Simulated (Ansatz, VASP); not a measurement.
## Two plane-wave programs on MgO

```xyz
4
Lattice="3.3078 0.0000 0.0000 -1.6539 2.8646 0.0000 0.0000 0.0000 4.9829" Properties=species:S:1:pos:R:3 pbc="T T T"
Mg    0.0000    1.9098    0.0108
Mg    1.6539    0.9549    2.5022
O     0.0000    1.9098    2.0053
O     1.6539    0.9549    4.4968
```

Alike in both runs: task relaxation of cell and atoms; functional PBEsol; k mesh 9 × 9 × 6; occupations gaussian, width 0.02 eV; no spin polarisation.

|  | VASP | Ansatz |
| --- | --- | --- |
| version | VASP 6.6.1 | Ansatz 0.2.0 |
| potentials or method | VASP PAW PBE potentials, release 64 (Mg, O), cutoff 600 eV | scalar-relativistic, plane waves, PAW |
| valence electrons in the cell | 16 | 32 |

VASP gave:

```
gap on the k mesh at the Fermi level, each at its own relaxed structure (eV) : 3.37
relaxed volume (Å³/atom)                                                     : 11.81
relaxed cell length with the largest relative difference (Å)                 : 5.003
```

What did Ansatz give for the same quantities?

gap on the k mesh at the Fermi level, each at its own relaxed structure (eV): 3.36; relaxed volume (Å³/atom): 11.86; relaxed cell length with the largest relative difference (Å): 5.020.

VASP's potentials were made for PBE, not for PBEsol. VASP's potentials hold 16 valence electrons a cell and Ansatz's 32, so a difference there can come from the potentials and not from the codes.
